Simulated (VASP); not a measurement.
**Ta: relaxation of cell and atoms with PBE**

Crystal: Ta.

```xyz
1
Lattice="0.0000 1.6667 1.6667 1.6667 0.0000 1.6667 1.6667 1.6667 0.0000" Properties=species:S:1:pos:R:3 pbc="T T T"
Ta    0.0000    0.0000    0.0000
```

```
Program                : VASP 6.6.1
Task                   : relaxation of cell and atoms
Functional             : PBE
Potentials or basis    : VASP PAW PBE potentials, release 64 (Ta_pv)
Cutoff                 : 600 eV
k mesh                 : 20 × 20 × 20
Occupations            : fermi-dirac, width 0.08 eV
Spin                   : no spin polarisation
Target pressure        : 480 GPa
Dipole correction      : no
Further INCAR settings : ALGO = Normal; EDIFF = 1e-06; IBRION = 2; EDIFFG = -0.005; NSW = 32; ISIF = 3
```

| Item | Value |
| --- | --- |
| Relaxed volume | 9.34 Å³/atom |
| Relaxed cell | a = 2.364 Å, b = 2.364 Å, c = 2.364 Å, α = 60.00°, β = 60.00°, γ = 60.00° |
| Space group after relaxing (to 0.05 Å) | Fm-3m (No. 225) |
| Energy change on relaxing (the enthalpy is what falls) | -240.2 meV/atom |
| Ionic steps | 4 |
| Pressure after relaxing | 479.9 GPa |

Step by step:
| step | energy change (eV) | largest force (eV/Å) | pressure (GPa) | volume (Å³) |
| --- | --- | --- | --- | --- |
| 1 | 0.0000 | 0.0000 | 493.78 | 9.26 |
| 2 | -2.8325 | 0.0000 | 335.53 | 10.37 |
| 3 | -0.2578 | 0.0000 | 478.99 | 9.35 |
| 4 | -0.2402 | 0.0000 | 479.95 | 9.34 |

Final structure:
```
Ta
1.0
     0.00000    1.67146    1.67146
     1.67146    0.00000    1.67146
     1.67146    1.67146    0.00000
Ta
1
Direct
  0.00000 0.00000 0.00000
```

Levels at points of the mesh, in eV from the Fermi level:
| k point | band 3 | band 4 | band 5 | band 6 | band 7 | band 8 |
| --- | --- | --- | --- | --- | --- | --- |
| (0.00, 0.00, 0.00) | -31.16 | -9.64 | -1.12 | -1.12 | -1.12 | 6.11 |
| (0.50, 0.00, 0.00) | -32.09 | -8.70 | -1.85 | -1.85 | 6.22 | 12.05 |
| (0.50, 0.50, 0.00) | -33.84 | -10.74 | -9.36 | 11.81 | 12.21 | 14.05 |

Wall time 29 s on 1 thread of Intel(R) Xeon(R) 6975P-C (Granite Rapids), with other jobs on the host, peak memory 0.16 GiB.

Caveat: the cell is relaxed towards a set pressure, so the enthalpy falls and the energy may rise; spin-orbit coupling is left out, which moves the levels of the heavy elements.
